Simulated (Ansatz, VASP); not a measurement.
Y3AlN4 in VASP and in Ansatz

```xyz
8
Lattice="0.0000 4.5652 3.4919 3.4794 0.0000 3.4919 3.4794 4.5652 0.0000" Properties=species:S:1:pos:R:3 pbc="T T T"
Y     1.7397    2.2826    1.8238
Y     5.2191    6.8478    5.3157
Y     3.4794    4.5652    3.5600
Al    3.4794    4.5652    0.3877
N     1.5750    4.5652    4.9695
N     5.3838    4.5652    4.9695
N     3.4794    2.1314    3.4539
N     3.4794    6.9990    3.4539
```

Change from the starting cell: the structure that the rattled cell fell into.

Alike in both runs: functional PBE; k mesh 6 × 6 × 6; occupations gaussian, width 0.02 eV; no spin polarisation.

Ansatz relaxed the structure, and its values are those at the end. VASP's run is a single point on that final structure, the one shown.

|  | VASP | Ansatz |
| --- | --- | --- |
| version | VASP 6.6.1 | Ansatz 0.2.0 |
| potentials or method | VASP PAW PBE potentials, release 64 (Y_sv, Al, N), cutoff 520 eV | scalar-relativistic, plane waves, PAW |
| valence electrons in the cell | 56 | 56 |

Ansatz gave:

```
gap on the k mesh at the Fermi level (eV) : 0.98
least direct gap on the mesh (eV)         : 1.31
pressure (GPa)                            : 0.0
```

Question: Estimate VASP's values.

Answer: gap on the k mesh at the Fermi level (eV): 0.97; least direct gap on the mesh (eV): 1.30; pressure (GPa): -0.2.

With one functional, cell and mesh, what is left measures potentials, basis and numerics.
